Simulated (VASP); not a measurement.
# CaTiOs2Br2 (P4mm) in VASP: notebook, part 2 of 2

VASP 6.6.1. Earlier steps stand in the parts before.

## 4. Single point, r2SCAN

Input file POSCAR:

```
CaTiOs2Br2
1.0
    3.6271847284      0.0000000000      0.0000000000
    0.0000000000      3.6271847284      0.0000000000
    0.0000000000      0.0000000000     11.4743778793
Ca Ti Os Br
1 1 2 2
Direct
    0.0000000000      0.0000000000      0.7940461446
    0.5000000000      0.5000000000      0.1831509692
    0.5000000000      0.0000000000      0.0205909344
    0.0000000000      0.5000000000      0.0205909344
    0.5000000000      0.5000000000      0.6650926128
    0.0000000000      0.0000000000      0.3165293545
```

Input file INCAR.step1:

```
PREC = Accurate
ENCUT = 520
ISMEAR = 0
SIGMA = 0.1
LREAL = F
LASPH = T
NELM = 60
NBANDS = 35
GGA = PE
ALGO = Normal
EDIFF = 1E-4
LWAVE = T
LCHARG = F
```

Input file INCAR.step2:

```
PREC = Accurate
ENCUT = 520
EDIFF = 1E-6
ISMEAR = 0
SIGMA = 0.1
LREAL = F
LASPH = T
NELM = 60
ALGO = Normal
ISIF = 2
LWAVE = F
LCHARG = F
METAGGA = R2SCAN
LMIXTAU = T
NBANDS = 35
ISTART = 1
```

Input file KPOINTS:

```
Automatic mesh
0
Gamma
  8 8 4
```

Potentials or basis: VASP PAW PBE potentials, release 64 (Ca_sv, Ti_sv, Os, Br).

Run with:

```sh
cat potpaw_PBE.64/Ca_sv/POTCAR potpaw_PBE.64/Ti_sv/POTCAR potpaw_PBE.64/Os/POTCAR potpaw_PBE.64/Br/POTCAR > POTCAR
cp INCAR.step1 INCAR
mpirun -np 1 vasp_std > vasp.out
cp INCAR.step2 INCAR
mpirun -np 1 vasp_std > vasp.out
```

OUTCAR:

```text
PREC = Accurate
   ENCUT = 520
   EDIFF = 1E-6
   ISMEAR = 0
   LREAL = F
   LASPH = T
   NELM = 60
   ISIF = 2
   METAGGA = R2SCAN
   ISTART = 1

 ion  position               nearest neighbor table
   1  0.000  0.000  0.794-   5 2.96   5 2.96   5 2.96   5 2.96   4 3.17   3 3.17   3 3.17   4 3.17

   2  0.500  0.500  0.183-   3 2.60   4 2.60   3 2.60   4 2.60
   3  0.500  0.000  0.021-   4 2.56   4 2.56   4 2.56   4 2.56   2 2.60   2 2.60   1 3.17   1 3.17

   4  0.000  0.500  0.021-   3 2.56   3 2.56   3 2.56   3 2.56   2 2.60   2 2.60   1 3.17   1 3.17

   5  0.500  0.500  0.665-   1 2.96   1 2.96   1 2.96   1 2.96
   6  0.000  0.000  0.317-
[... 1120 lines left out ...]
  -------------------------------------------------------------------------------------
  Total       -1.6023600     -1.6023600     -0.9661537      0.0000000      0.0000000      0.0000000
  in kB      -17.0060002    -17.0060002    -10.2538820      0.0000000      0.0000000      0.0000000
  external PRESSURE =     -14.7552942 kB  Pullay stress =       0.0000000 kB

 VOLUME and BASIS-vectors are now :
 -----------------------------------------------------------------------------
  energy-cutoff  :      520.00
  volume of cell :      150.96
      direct lattice vectors                 reciprocal lattice vectors
     3.627184728  0.000000000  0.000000000     0.275695912  0.000000000  0.000000000
     0.000000000  3.627184728  0.000000000     0.000000000  0.275695912  0.000000000
     0.000000000  0.000000000 11.474377879     0.000000000  0.000000000  0.087150694

 POSITION                                       TOTAL-FORCE (eV/Angst)
 -----------------------------------------------------------------------------------
      0.00000      0.00000      9.11119         0.000000      0.000000     -0.009813
      1.81359      1.81359      2.10154        -0.000000     -0.000000     -0.157030
      1.81359      0.00000      0.23627         0.000000      0.000000      0.065434
      0.00000      1.81359      0.23627         0.000000      0.000000      0.065434
      1.81359      1.81359      7.63152         0.000000      0.000000      0.040098
      0.00000      0.00000      3.63198         0.000000      0.000000     -0.004124
 -----------------------------------------------------------------------------------
    total drift:                                0.000000      0.000000     -0.000844

  FREE ENERGIE OF THE ION-ELECTRON SYSTEM (eV)
  ---------------------------------------------------
  free  energy   TOTEN  =      -156.1128611883 eV

  energy  without entropy=     -156.0846231107  energy(sigma->0) =     -156.09874215
```

OSZICAR.step1:

```text
N       E                     dE             d eps       ncg     rms          rms(c)
DAV:   1     0.517794604026E+03    0.51779E+03   -0.24449E+04  3150   0.143E+03
DAV:   2     0.258923861792E+02   -0.49190E+03   -0.47360E+03  3281   0.438E+02
DAV:   3    -0.370127912697E+02   -0.62905E+02   -0.61035E+02  5087   0.130E+02
DAV:   4    -0.419831711500E+02   -0.49704E+01   -0.49269E+01  5009   0.312E+01
DAV:   5    -0.422570614570E+02   -0.27389E+00   -0.27371E+00  4769   0.612E+00    0.186E+01
DAV:   6    -0.441278591843E+02   -0.18708E+01   -0.52395E+01  4754   0.306E+01    0.277E+01
DAV:   7    -0.399179490731E+02    0.42099E+01   -0.70230E+01  4647   0.412E+01    0.836E+00
DAV:   8    -0.386811583952E+02    0.12368E+01   -0.33188E+00  4141   0.106E+01    0.373E+00
DAV:   9    -0.385074538855E+02    0.17370E+00   -0.12545E+00  4766   0.470E+00    0.189E+00
DAV:  10    -0.384875121737E+02    0.19942E-01   -0.16157E-01  4700   0.209E+00    0.100E+00
DAV:  11    -0.384872034141E+02    0.30876E-03   -0.16579E-02  4131   0.716E-01    0.512E-01
DAV:  12    -0.384904639599E+02   -0.32605E-02   -0.14428E-02  4628   0.620E-01    0.491E-01
DAV:  13    -0.384877417409E+02    0.27222E-02   -0.16567E-02  4324   0.633E-01    0.956E-02
DAV:  14    -0.384876816843E+02    0.60057E-04   -0.78511E-04  3681   0.133E-01
   1 F= -.38487682E+02 E0= -.38471830E+02  d E =-.317037E-01
```

Run time: 17 min. Hardware: 1 thread of Intel Xeon 8259CL, shared host; peak memory 0.47 GiB.

What came out:

```
Free energy            : -156.1129 eV
Pressure               : -1.5 GPa
Largest force          : 0.157 eV/Å
Band gap on the k mesh : zero (bands 26 and 27 overlap by 1.23 eV)
```

Forces on the atoms (eV/Å):
```
Ca   0.000  0.000 -0.010
Ti   0.000  0.000 -0.157
Os   0.000  0.000  0.065
Os   0.000  0.000  0.065
Br   0.000  0.000  0.040
Br   0.000  0.000 -0.004
```

Caveat: the PAW data sets were made with another functional, which shifts forces and pressure a little; spin-orbit coupling is left out, which moves the levels of the heavy elements.

## 5. Overview

| level | cell | gap on the mesh (eV) | pressure (GPa) | largest force (eV/Å) |
| --- | --- | --- | --- | --- |
| PBE | a = 3.627, b = 3.627, c = 11.474 Å, 6 atoms, atomic positions A | none | 0.0 | 0.02 |
| PBE | a = 3.627, b = 3.627, c = 11.475 Å, 6 atoms, atomic positions B | none | 0.0 | 0.02 |
| r2SCAN | a = 3.627, b = 3.627, c = 11.474 Å, 6 atoms, atomic positions A | none | -1.5 | 0.16 |

Alike in all rows: task single point; potentials or basis VASP PAW PBE potentials, release 64 (Ca_sv, Ti_sv, Os, Br); no spin polarisation; k mesh 8 × 8 × 4; cutoff (eV) 520; smearing gaussian 0.1 eV.

The pressure there spans -1.5 GPa (r2SCAN) to 0.0 GPa (PBE); a positive pressure means that this level wants a larger cell, a negative one a smaller.

Caveats: spin-orbit coupling is left out, which moves the levels of the heavy elements; the PAW data sets were made with another functional, which shifts forces and pressure a little (at least some runs).

Absolute energies hang on the potentials; compare differences alone.
